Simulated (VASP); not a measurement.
Crystal: BPd4.

```
Pd B
1.0
     2.89203    0.00000    0.00000
     0.00000    4.36501    0.00000
     0.00000    0.00000    5.85632
Pd B
4 1
Direct
  0.50000 0.00000 0.19758
  0.00000 0.00000 0.61947
  0.00000 0.50000 0.32916
  0.50000 0.50000 0.86756
  0.50000 0.00000 0.86323
```

Base run:

* Program: VASP 6.6.1
* Functional: PBEsol
* Potentials or basis: VASP PAW PBE potentials, release 64 (Pd, B)
* Cutoff: 520 eV
* k mesh: 9 × 6 × 5
* Occupations: fermi-dirac, width 0.05 eV
* Spin: no spin polarisation

Its results: pressure -8.5 GPa; largest force 0.138 eV/Å.

**Question.** After a change of settings the same cell gave: pressure 2.8 GPa; largest force 0.212 eV/Å. Which change was it?
A. functional from PBEsol to RPBE; further incar settings from ALGO = Fast; EDIFF = 1e-06; NBANDS = 30 to ALGO = Fast; EDIFF = 1e-07; NBANDS = 30
B. potentials or basis from VASP PAW PBE potentials, release 64 (Pd, B) to VASP PAW PBE potentials, release 64 (Pd_sv_GW, B); cutoff from 520 eV to 540 eV; further incar settings from ALGO = Fast; EDIFF = 1e-06; NBANDS = 30 to ALGO = Normal; EDIFF = 1e-06; NBANDS = 46; valence electrons from 43 to 75
C. functional from PBEsol to PBE
D. functional from PBEsol to BLYP

**Answer.** A.

Caveats: the PAW data sets were made with another functional, which shifts forces and pressure a little.
